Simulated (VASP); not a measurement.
# Ga2SnSe3 (P-6m2) in VASP: further runs

Ga2SnSe3 is run at these levels: PBE; tasks: single point, relaxation of cell and atoms.

Program: VASP 6.6.1. These are calculated values, not measurements. Logs are shortened: lines on timing, memory, paths and dates and some standing lists are left out, and cuts for length are marked.

### Step 1. The cell of the first run

The structure is hexagonal, space group P-6m2 (No. 187). Conventional cell: a = 4.592 Å, b = 4.592 Å, c = 7.936 Å, α = 90.00°, β = 90.00°, γ = 120.00°. Ga (site symmetry -6m2) has 6 Se at 2.89 Å within 3.8 Å. Within 3.5 Å of Ga (site symmetry -6m2) lie 3 Sn at 2.65 Å and 3 Se at 2.65 Å. Within 3.5 Å of Sn (site symmetry -6m2) lie 3 Ga at 2.65 Å and 3 Se at 2.65 Å. Within 3.0 Å of Se (site symmetry 3m) lie 2 Se at 2.28 to 2.83 Å and 3 Ga at 2.89 Å. Se (site symmetry -6m2) has 3 Ga at 2.65 Å and 3 Sn at 2.65 Å and 2 Se at 2.83 Å within 3.5 Å.

### Step 2. Single point, PBE

INCAR

```
  PREC = Accurate
  ENCUT = 520
  EDIFF = 1E-6
  ISMEAR = 0
  SIGMA = 0.1
  LREAL = False
  LASPH = True
  NELM = 80
  ALGO = Normal
  ISIF = 2
  LWAVE = False
  LCHARG = False
  GGA = PE
  NBANDS = 38
```

KPOINTS

```
Automatic mesh
0
Gamma
  6 6 2
```

POSCAR

```
Ga2SnSe3
1.0
    4.5924801500      0.0000000000      0.0000000000
   -2.2962400700      3.9772044700      0.0000000000
    0.0000000000      0.0000000000      7.9358702000
Ga Sn Se
2 1 3
Direct
    0.6666666700      0.3333333300      0.5000000000
    0.3333333300      0.6666666700      0.0000000000
    0.6666666700      0.3333333300      0.0000000000
    0.0000000000      0.0000000000      0.3564053200
    0.0000000000      0.0000000000      0.6435946800
    0.0000000000      0.0000000000      0.0000000000
```

Potentials or basis: VASP PAW PBE potentials, release 64 (Ga_d, Sn_d, Se).

Started as:

```
$ cat potpaw_PBE.64/Ga_d/POTCAR potpaw_PBE.64/Sn_d/POTCAR potpaw_PBE.64/Se/POTCAR > POTCAR
$ mpirun -np 1 vasp_std > vasp.out
```

OUTCAR:

```text
PREC = Accurate
   ENCUT = 520
   EDIFF = 1E-6
   ISMEAR = 0
   LREAL = False
   LASPH = True
   NELM = 80
   ISIF = 2
   GGA = PE

 ion  position               nearest neighbor table
   1  0.667  0.333  0.500-
   2  0.333  0.667  0.000-   3 2.65   6 2.65   3 2.65   6 2.65   6 2.65   3 2.65
   3  0.667  0.333  0.000-   2 2.65   6 2.65   2 2.65   6 2.65   6 2.65   2 2.65
   4  0.000  0.000  0.356-   5 2.28
   5  0.000  0.000  0.644-   4 2.28
   6  0.000  0.000  0.000-   2 2.65   3 2.65   2 2.65   3 2.65   3 2.65   2 2.65

  LATTYP: Found a hexagonal cell.
 ALAT       =     4.5924801500
 C/A-ratio  =     1.7280140449

  Lattice vectors:

 A1 = (   4.5924801500,   0.0000000000,   0.0000000000)
 A2 = (  -2.2962400700,   3.9772044700,   0.0000000000)
 A3 = (   0.0000000000,   0.0000000000,   7.9358702000)

Analysis of symmetry for initial positions (statically):
=====================================================================
 Subroutine PRICEL returns:
 Original cell was already a primitive cell.

 Routine SETGRP: Setting up the symmetry group for a
 hexagonal supercell.

 Subroutine GETGRP returns: Found 12 space group operations
 (whereof 12 operations were pure point group operations)
 out of a pool of 24 trial point group operations.

The static configuration has the point symmetry D_3h.

Analysis of symmetry for dynamics (positions and initial velocities):
=====================================================================
 Subroutine PRICEL returns:
 Original cell was already a primitive cell.

 Routine SETGRP: Setting up the symmetry group for a
 hexagonal supercell.

 Subroutine GETGRP returns: Found 12 space group operations
 (whereof 12 operations were pure point group operations)
 out of a pool of 24 trial point group operations.

The dynamic configuration has the point symmetry D_3h.

 Subroutine INISYM returns: Found 12 space group operations
 (whereof 12 operations are pure point group operations),
 and found     1 'primitive' translations

----------------------------------------------------------------------------------------

                                     Primitive cell

  volume of cell :     144.9505

  direct lattice vectors                    reciprocal lattice vectors
     4.592480150  0.000000000  0.000000000     0.217747267  0.125716443  0.000000000
    -2.296240070  3.977204470  0.000000000     0.000000000  0.251432886  0.000000000
     0.000000000  0.000000000  7.935870200     0.000000000  0.000000000  0.126010126

  length of vectors
     4.592480150  4.592480142  7.935870200     0.251432886  0.251432886  0.126010126

  position of ions in fractional coordinates (direct lattice)
     0.666666670  0.333333330  0.500000000
     0.333333330  0.666666670  0.000000000
     0.666666670  0.333333330  0.000000000
     0.000000000  0.000000000  0.356405320
     0.000000000  0.000000000  0.643594680
     0.000000000  0.000000000  0.000000000

  ion indices of the primitive-cell ions
   primitive index   ion index
                 1           1
                 2           2
                 3           3
                 4           4
                 5           5
                 6           6

----------------------------------------------------------------------------------------

 KPOINTS: Automatic mesh

Automatic generation of k-mesh.
 Grid dimensions read from file:
 generate k-points for:    6    6    2

 Generating k-lattice:

  Cartesian coordinates                     Fractional coordinates (reciprocal lattice)
     0.036291211  0.020952740  0.000000000     0.166666667  0.000000000  0.000000000
     0.000000000  0.041905481  0.000000000     0.000000000  0.166666667  0.000000000
     0.000000000  0.000000000  0.063005063     0.000000000  0.000000000  0.500000000

  Length of vectors
     0.041905481  0.041905481  0.063005063

  Shift w.r.t. Gamma in fractional coordinates (k-lattice)
     0.000000000  0.000000000  0.000000000

 Subroutine IBZKPT returns following result:
 ===========================================

 Found     14 irreducible k-points:

 Following reciprocal coordinates:
            Coordinates               Weight
  0.000000  0.000000  0.000000      1.000000
  0.166667 -0.000000  0.000000      6.000000
  0.333333 -0.000000  0.000000      6.000000
  0.500000 -0.000000  0.000000      3.000000
  0.166667  0.166667  0.000000      6.000000
  0.333333  0.166667  0.000000     12.000000
  0.333333  0.333333  0.000000      2.000000
  0.000000  0.000000  0.500000      1.000000
  0.166667 -0.000000  0.500000      6.000000
  0.333333 -0.000000  0.500000      6.000000
  0.500000 -0.000000  0.500000      3.000000
  0.166667  0.166667  0.500000      6.000000
  0.333333  0.166667  0.500000     12.000000
  0.333333  0.333333  0.500000      2.000000
   k-points           NKPTS =     14   k-points in BZ     NKDIM =     14   number of bands    NBANDS=     38
   number of dos      NEDOS =    301   number of ions     NIONS =      6
   total plane-waves  NPLWV =  77760
   dimension x,y,z NGX =    36 NGY =   36 NGZ =   60
   dimension x,y,z NGXF=    72 NGYF=   72 NGZF=  120
   ions per type =               2   1   3
   NGX,Y,Z   is equivalent  to a cutoff of  13.03, 13.03, 12.57 a.u.
   NGXF,Y,Z  is equivalent  to a cutoff of  26.06, 26.06, 25.14 a.u.
 SYSTEM =  unknown system
   PREC   = accura    normal or accurate (medium, high low for compatibility)
   ISTART =      0    job   : 0-new  1-cont  2-samecut
   ICHARG =      2    charge: 1-file 2-atom 10-const
   ISPIN  =      1    spin polarized calculation?
   LNONCOLLINEAR =      F non collinear calculations
   LSORBIT =      F    spin-orbit coupling
   LASPH  =      T    aspherical Exc in radial PAW
   ENCUT  =  520.0 eV  38.22 Ry    6.18 a.u.   8.54  8.54 14.76*2*pi/ulx,y,z
   NELM   =     80;   NELMIN=  2; NELMDL= -5     # of ELM steps
   EDIFF  = 0.1E-05   stopping-criterion for ELM
   LREAL  =      F    real-space projection
   EDIFFG = 0.1E-04   stopping-criterion for IOM
   NSW    =      0    number of steps for IOM
   IBRION =     -1    ionic relax: 0-MD 1-quasi-New 2-CG
   NFREE  =      0    steps in history (QN), initial steepest desc. (CG)
   ISIF   =      2    stress and relaxation
   ISYM   =      2    0-nonsym 1-usesym 2-fastsym
   POTIM  = 0.5000    time-step for ionic-motion
   TEBEG  =    0.0;   TEEND  =   0.0 temperature during run
   PSTRESS=    0.0 pullay stress
   NELECT =      58.0000    total number of electrons
   NUPDOWN=      -1.0000    fix difference up-down
   EMIN   =  10.00;   EMAX   =-10.00  energy-range for DOS
   EFERMI =   0.00;   METHOD = LEGACY
   ISMEAR =     0;   SIGMA  =   0.10  broadening in eV -4-tet -1-fermi 0-gaus
   EFERMI_NEDOS =   21; number of points for ismear=-14 and -15
   IALGO  =     38    algorithm
   IMIX   =      4    mixing-type and parameters
     AMIX     =   0.40;   BMIX     =  1.00
     AMIX_MAG =   1.60;   BMIX_MAG =  1.00
  volume/ion in A,a.u.               =      24.16       163.03
  Fermi-wavevector in a.u.,A,eV,Ry     =   1.206362  2.279693 19.800678  1.455309
  Thomas-Fermi vector in A             =   2.342031
   LORBIT       =      0    0 simple, 1 ext, 2 COOP (PROOUT), +10 PAW based schemes
   GGA     = PE    functional components
   LHFCALC =     F    Hartree Fock is set to
   AEXX    =    0.0000 exact exchange contribution
   IVDW    =     0    specifies the selected vdW correction
   LEPSILON=     F    determine dielectric tensor
   LRPA    =     F    only Hartree local field effects (RPA)
 non-spin polarized calculation
 Gauss-broadening in eV      SIGMA  =   0.10
  energy-cutoff  :      520.00
  volume of cell :      144.95
 maximum number of plane-waves:      3930
 NGX is ok and might be reduce to    36
   NGX = 17   NGY = 17   NGZ = 29

 number of electron      57.9999981 magnetization

 Free energy of the ion-electron system (eV)
  ---------------------------------------------------
  ext. energy  EPLUGINS =         0.00000000
  ---------------------------------------------------
  free energy    TOTEN  =       -17.13146861 eV

  energy without entropy =      -17.11939568  energy(sigma->0) =      -17.12543214

 E-fermi :   4.4224     XC(G=0):  -9.5853

 val. band max:        4.4092615358   @ k =   0.5000  -0.0000   0.5000
 cond. band min:       4.5433571484   @ k =   0.3333   0.1667   0.0000
 fundamental gap:      0.1340956126
 Fermi energy:         4.4224437176

 k-point     1 :       0.0000    0.0000    0.0000
  band No.  band energies     occupation
      1     -17.1389      2.00000
      2     -17.1023      2.00000
      3     -17.1023      2.00000
      4     -17.0476      2.00000
      5     -17.0476      2.00000
      6     -11.1302      2.00000
[... 30 lines left out ...]
     37       9.8906      0.00000
     38      10.9718      0.00000

 k-point     2 :       0.1667   -0.0000    0.0000
  band No.  band energies     occupation
      1     -17.1330      2.00000
      2     -17.1057      2.00000
      3     -17.0986      2.00000
      4     -17.0487      2.00000
      5     -17.0480      2.00000
      6     -11.0366      2.00000
[... 30 lines left out ...]
     37       9.6574      0.00000
     38      11.1112      0.00000

 k-point     3 :       0.3333   -0.0000    0.0000
  band No.  band energies     occupation
      1     -17.1292      2.00000
      2     -17.1053      2.00000
      3     -17.0911      2.00000
      4     -17.0509      2.00000
      5     -17.0486      2.00000
      6     -10.8515      2.00000
[... 30 lines left out ...]
     37       9.8092      0.00000
     38      10.4684      0.00000

 k-point     4 :       0.5000   -0.0000    0.0000
  band No.  band energies     occupation
      1     -17.1319      2.00000
      2     -17.1007      2.00000
      3     -17.0874      2.00000
      4     -17.0519      2.00000
      5     -17.0489      2.00000
      6     -10.7706      2.00000
[... 30 lines left out ...]
     37       9.9323      0.00000
     38      10.2479      0.00000
[... 293 lines left out ...]
      4     -17.0503      2.00000
      5     -17.0485      2.00000
      6     -10.8002      2.00000
[... 30 lines left out ...]
     37       9.1251      0.00000
     38      11.2311      0.00000

 k-point    13 :       0.3333    0.1667    0.5000
  band No.  band energies     occupation
      1     -17.1266      2.00000
      2     -17.1047      2.00000
      3     -17.0891      2.00000
      4     -17.0518      2.00000
      5     -17.0491      2.00000
      6     -10.6784      2.00000
[... 30 lines left out ...]
     37       9.9500      0.00000
     38      11.2521      0.00000

 k-point    14 :       0.3333    0.3333    0.5000
  band No.  band energies     occupation
      1     -17.1226      2.00000
      2     -17.1050      2.00000
      3     -17.0906      2.00000
      4     -17.0521      2.00000
      5     -17.0495      2.00000
      6     -10.6205      2.00000
[... 30 lines left out ...]
     37      11.0701      0.00000
     38      11.3872      0.00000

------------------------ aborting loop because EDIFF is reached ----------------------------------------

  FORCE on cell =-STRESS in cart. coord.  units (eV):
  Direction    XX          YY          ZZ          XY          YZ          ZX
  --------------------------------------------------------------------------------------
  -------------------------------------------------------------------------------------
  Total       15.6488520     15.6488520     10.2348293      0.0000000      0.0000000      0.0000000
  in kB      172.9710028    172.9710023    113.1283428      0.0000002      0.0000000      0.0000000
  external PRESSURE =     153.0234493 kB  Pullay stress =       0.0000000 kB

 VOLUME and BASIS-vectors are now :
 -----------------------------------------------------------------------------
  energy-cutoff  :      520.00
  volume of cell :      144.95
      direct lattice vectors                 reciprocal lattice vectors
     4.592480150  0.000000000  0.000000000     0.217747267  0.125716443  0.000000000
    -2.296240070  3.977204470  0.000000000     0.000000000  0.251432886  0.000000000
     0.000000000  0.000000000  7.935870200     0.000000000  0.000000000  0.126010126

 POSITION                                       TOTAL-FORCE (eV/Angst)
 -----------------------------------------------------------------------------------
      2.29624      1.32573      3.96794        -0.000000      0.000000      0.000000
     -0.00000      2.65147      0.00000        -0.000000      0.000000      0.000000
      2.29624      1.32573      0.00000         0.000000      0.000000      0.000000
      0.00000      0.00000      2.82839         0.000000      0.000000     -2.087203
      0.00000      0.00000      5.10748         0.000000      0.000000      2.087203
      0.00000      0.00000      0.00000         0.000000     -0.000000      0.000000
 -----------------------------------------------------------------------------------
    total drift:                               -0.000012      0.000006      0.000000

  FREE ENERGIE OF THE ION-ELECTRON SYSTEM (eV)
  ---------------------------------------------------
  free  energy   TOTEN  =       -17.1314686052 eV

  energy  without entropy=      -17.1193956847  energy(sigma->0) =      -17.12543214
```

Run time: 88 s. Hardware: 1 thread of Intel Xeon Platinum 8488C (Sapphire Rapids), shared host; peak memory 0.29 GiB.

Results:

```yaml
Free_energy: -17.1315 eV
Pressure: 15.3 GPa
Largest_force: 2.087 eV/Å
Band_gap_on_the_k_mesh: zero (band 29 reaches 5.49 eV, above the bottom of band 30 at 4.05 eV)
```

Forces in eV/Å, atoms in the order of the input:
```
Ga   0.000  0.000  0.000
Ga   0.000  0.000  0.000
Sn   0.000  0.000  0.000
Se   0.000  0.000 -2.087
Se   0.000  0.000  2.087
Se   0.000  0.000  0.000
```

Levels at points of the mesh, in eV from the Fermi level:
```csv
k point,band 27,band 28,band 29,band 30,band 31,band 32
"(0.00, 0.00, 0.00)",-1.44,-1.44,-0.86,-0.38,-0.38,0.32
"(0.50, 0.00, 0.00)",-0.69,-0.62,1.07,1.52,1.71,3.89
"(0.00, 0.00, 0.50)",-1.43,-0.99,-0.89,-0.09,-0.09,1.53
"(0.50, 0.00, 0.50)",-0.39,-0.39,-0.01,1.54,2.56,2.57
```

Caveat: the k points lie up to 0.40 Å⁻¹ apart; spin-orbit coupling is left out, which moves the levels of the heavy elements; forces of over 1 eV/Å act on the atoms, so gaps and moduli don't describe the material at rest.

### Step 3. Single point, PBE

This run uses another cell than the first one, of 32.42 Å³/atom, 1.342 times its volume.

INCAR

```
SYSTEM = Ga2SnSe3
PREC = Accurate
ENCUT = 520
EDIFF = 1E-6
ISMEAR = 0
SIGMA = 0.1
LREAL = .FALSE.
LASPH = .TRUE.
NELM = 100
ALGO = Normal
ISIF = 2
LWAVE = .FALSE.
LCHARG = .FALSE.
GGA = PE
NBANDS = 38
```

KPOINTS

```
regular mesh
0
G
  6 6 2
  0 0 0
```

POSCAR

```
Ga2SnSe3
1.0
    5.0968390680     -0.0000000032      0.0000000000
   -2.5484195312      4.4139921135      0.0000000000
    0.0000000000      0.0000000000      8.6474059799
Ga Sn Se
2 1 3
Direct
    0.6666666667      0.3333333333      0.5000000000
    0.3333333333      0.6666666667      0.0000000000
    0.6666666667      0.3333333333      0.0000000000
    0.0000000000      0.0000000000      0.3628413325
    0.0000000000      0.0000000000      0.6371586675
    0.0000000000      0.0000000000      0.0000000000
```

Potentials or basis: VASP PAW PBE potentials, release 64 (Ga_d, Sn_d, Se).

Started as:

```
$ cat potpaw_PBE.64/Ga_d/POTCAR potpaw_PBE.64/Sn_d/POTCAR potpaw_PBE.64/Se/POTCAR > POTCAR
$ mpirun -np 1 vasp_std > vasp.out
```

It took 2.1 min on 1 thread of Intel Xeon Platinum 8488C (Sapphire Rapids), shared host; peak memory 0.35 GiB.

It converged, with:

```
Free energy            : -18.9509 eV
Pressure               : 0.2 GPa
Largest force          : 0.008 eV/Å
Band gap on the k mesh : zero (band 29 reaches 2.28 eV, above the bottom of band 30 at 1.81 eV)
```

Forces in eV/Å, atoms in the order of the input:
```
Ga   0.000  0.000  0.000
Ga   0.000  0.000  0.000
Sn   0.000  0.000  0.000
Se   0.000  0.000 -0.008
Se   0.000  0.000  0.008
Se   0.000  0.000  0.000
```

Stress tensor (GPa, compression positive):
```
0.28 0.00 0.00
0.00 0.28 0.00
0.00 0.00 0.17
```

Levels at points of the mesh, in eV from the Fermi level:
| k point | band 26 | band 27 | band 28 | band 29 | band 30 | band 31 | band 32 | band 33 |
| --- | --- | --- | --- | --- | --- | --- | --- | --- |
| (0.00, 0.00, 0.00) | -2.22 | -2.22 | -1.06 | -1.06 | -0.03 | -0.03 | 0.50 | 3.38 |
| (0.50, 0.00, 0.00) | -1.62 | -0.75 | -0.21 | 0.24 | 0.92 | 1.84 | 2.36 | 2.59 |
| (0.00, 0.00, 0.50) | -2.33 | -1.12 | -1.06 | -1.06 | 0.11 | 0.11 | 1.10 | 2.27 |
| (0.50, 0.00, 0.50) | -0.95 | -0.64 | -0.05 | 0.14 | 0.23 | 2.16 | 2.32 | 2.56 |

Caveat: the k points lie up to 0.36 Å⁻¹ apart; spin-orbit coupling is left out, which moves the levels of the heavy elements.

(Part 1 of 3 ends here.)
